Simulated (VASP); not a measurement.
Runs of VASP 6.6.1 on Fe. The structure is that of space group P6_3/mmc (No. 194), or close to it. The cells are those of the table. 

```csv
task,potentials or basis,cell,second run,gap on the mesh (eV),pressure (GPa)
single point,"VASP PAW PBE potentials, release 64 (Fe)","a = 2.507, b = 2.507, c = 3.842 Å, angles 90.0, 90.0, 120.0°, 2 atoms",-,none,-6.7
single point,"VASP PAW PBE potentials, release 64 (Fe)","a = 2.482, b = 2.482, c = 3.917 Å, angles 90.0, 90.0, 120.0°, 2 atoms",-,none,-6.9
electric field gradients,"VASP PAW PBE potentials, release 64 (Fe)","a = 2.401, b = 2.401, c = 3.790 Å, angles 90.0, 90.0, 120.0°, 2 atoms",-,none,25.1
electric field gradients,"VASP PAW PBE potentials, release 64 (Fe_sv)","a = 2.384, b = 2.384, c = 3.764 Å, angles 90.0, 90.0, 120.0°, 2 atoms",valence_matched,none,(a)
electric field gradients,"VASP PAW PBE potentials, release 64 (Fe)","a = 2.434, b = 2.434, c = 3.919 Å, angles 90.0, 90.0, 120.0°, 2 atoms",-,none,(b)
single point,"VASP PAW PBE potentials, release 64 (Fe)","a = 2.426, b = 2.426, c = 3.829 Å, angles 90.0, 90.0, 120.0°, 2 atoms",-,none,13.6
electric field gradients,"VASP PAW PBE potentials, release 64 (Fe)","a = 2.442, b = 2.442, c = 3.855 Å, angles 90.0, 90.0, 120.0°, 2 atoms",-,none,6.9
electric field gradients,"VASP PAW PBE potentials, release 64 (Fe)","a = 2.410, b = 2.410, c = 3.842 Å, angles 90.0, 90.0, 120.0°, 2 atoms",-,none,17.1
```

Alike in all rows: level PBE; no spin polarisation; k mesh 17 × 17 × 10; cutoff (eV) 520; smearing fermi-dirac 0.08 eV.

Problem. Estimate the missing entries.

Solution. (a) 30.4; (b) 3.8.

Caveats: the run has no spin polarisation, though such a crystal can be magnetic.

A gap of «none» marks levels without a gap at the run's occupations.

The runs don't all hold the same shells in valence.
